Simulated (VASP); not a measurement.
Input of a VASP 6.6.1 run:

Contents of POSCAR:

```
Sb
1.0
    2.1770673240      1.2569304056      3.8298803211
   -2.1770673240      1.2569304056      3.8298803211
    0.0000000000     -2.5138608111      3.8298803211
Sb
2
Direct
    0.2682562500      0.2682562500      0.2682562500
    0.7317437500      0.7317437500      0.7317437500
```

The input INCAR.step1:

```
  PREC = Accurate
  ENCUT = 520
  ISMEAR = -1
  SIGMA = 0.05
  LREAL = F
  LASPH = T
  NELM = 100
  NBANDS = 12
  GGA = PE
  ALGO = Normal
  EDIFF = 1E-4
  LWAVE = T
  LCHARG = F
```

The input INCAR.step2:

```
  PREC = Accurate
  ENCUT = 520
  EDIFF = 1E-8
  ISMEAR = -1
  SIGMA = 0.05
  LREAL = F
  LASPH = T
  NELM = 100
  ALGO = Normal
  ISIF = 2
  LWAVE = F
  LCHARG = F
  METAGGA = R2SCAN
  LMIXTAU = T
  LEFG = T
  NBANDS = 12
  ISTART = 1
```

File KPOINTS:

```
Automatic mesh
0
Gamma
  11 11 11
```

Potentials or basis: VASP PAW PBE potentials, release 64 (Sb).

Command:

```bash
$ cat potpaw_PBE.64/Sb/POTCAR > POTCAR
$ cp INCAR.step1 INCAR
$ mpirun -np 1 vasp_std > vasp.out
$ cp INCAR.step2 INCAR
$ mpirun -np 1 vasp_std > vasp.out
```

(1) What does it give for the band gap on the k mesh?

(2) Estimate the largest force.

Results:

(1) zero (bands 5 and 6 overlap by 0.17 eV).

(2) 0.060 eV/Å.

Caveat: without QUAD_EFG the Cq values of the log hold for a quadrupole moment of 1 mb, not for the nuclei; the PAW data sets were made with another functional, which shifts forces and pressure a little; spin-orbit coupling is left out, which moves the levels of the heavy elements.
